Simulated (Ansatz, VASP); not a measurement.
# Sr in VASP and in Ansatz

```
Sr
1.0
    -0.96189    2.64521    2.64521
     2.64521   -0.96189    2.64521
     2.64521    2.64521   -0.96189
Sr
1
Direct
  0.00000 0.00000 0.00000
```

Alike in both runs: task single point; functional PBEsol; k mesh 10 × 10 × 10; occupations gaussian, width 0.03 eV; no spin polarisation.

|  | VASP | Ansatz |
| --- | --- | --- |
| version | VASP 6.6.1 | Ansatz 0.2.0 |
| potentials or method | VASP PAW PBE potentials, release 64 (Sr_sv), cutoff 520 eV | scalar-relativistic, plane waves, PAW |
| valence electrons in the cell | 10 | 10 |

|  | VASP | Ansatz | Ansatz less VASP |
| --- | --- | --- | --- |
| gap on the k mesh at the Fermi level (eV) | none | none | - |
| pressure (GPa) | -0.5 | -0.5 | -0.01 |
| traceless stress, the component that is largest in VASP (GPa) | 0.73 | 0.73 | -0.001 |

VASP's potentials were made for PBE, not for PBEsol. A gap of «none» marks a metal or a gap that the smearing closes. With one functional, cell and mesh, what is left measures potentials, basis and numerics.
